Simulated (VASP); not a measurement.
Crystal: Sb.

```xyz
2
Lattice="-3.0415 3.0415 1.6592 3.0415 -3.0415 1.6592 3.0415 3.0415 -1.6592" Properties=species:S:1:pos:R:3 pbc="T T T"
Sb    0.0000    0.0000    0.0000
Sb    0.0000    3.0415    0.8296
```

* Program: VASP 6.6.1
* Task: relaxation of cell and atoms
* Functional: PBE
* Potentials or basis: VASP PAW PBE potentials, release 64 (Sb)
* Cutoff: 600 eV
* k mesh: 18 × 18 × 18
* Occupations: gaussian, width 0.1 eV
* Spin: no spin polarisation

At the start: pressure -2.0 GPa; volume 30.70 Å³/atom.

Problem. How do energy, volume and symmetry change on relaxing?

Solution. Over 8 steps the energy falls by 12.4 meV/atom and the volume is 29.47 Å³/atom (-4.0 %); space group I4_1/amd (No. 141, to 0.1 Å) before and after.

The path:
| step | energy change (eV) | largest force (eV/Å) | pressure (GPa) | volume (Å³) |
| --- | --- | --- | --- | --- |
| 1 | 0.0000 | 0.0000 | -2.01 | 61.39 |
| 2 | -0.0194 | 0.0000 | 0.95 | 58.04 |
| 3 | -0.0208 | 0.0000 | 0.27 | 58.70 |
| 4 | -0.0242 | 0.0000 | 0.16 | 58.78 |
| 5 | -0.0247 | 0.0000 | 0.12 | 58.83 |
| 6 | -0.0247 | 0.0000 | 0.11 | 58.83 |
| 7 | -0.0247 | 0.0000 | -0.07 | 59.02 |
| 8 | -0.0248 | 0.0000 | 0.00 | 58.94 |

Final structure:
```
Sb
1.0
    -3.03487    3.03487    1.59990
     3.03487   -3.03487    1.59990
     3.03487    3.03487   -1.59990
Sb
2
Direct
  0.00000 0.00000 0.00000
  0.75000 0.25000 0.50000
```
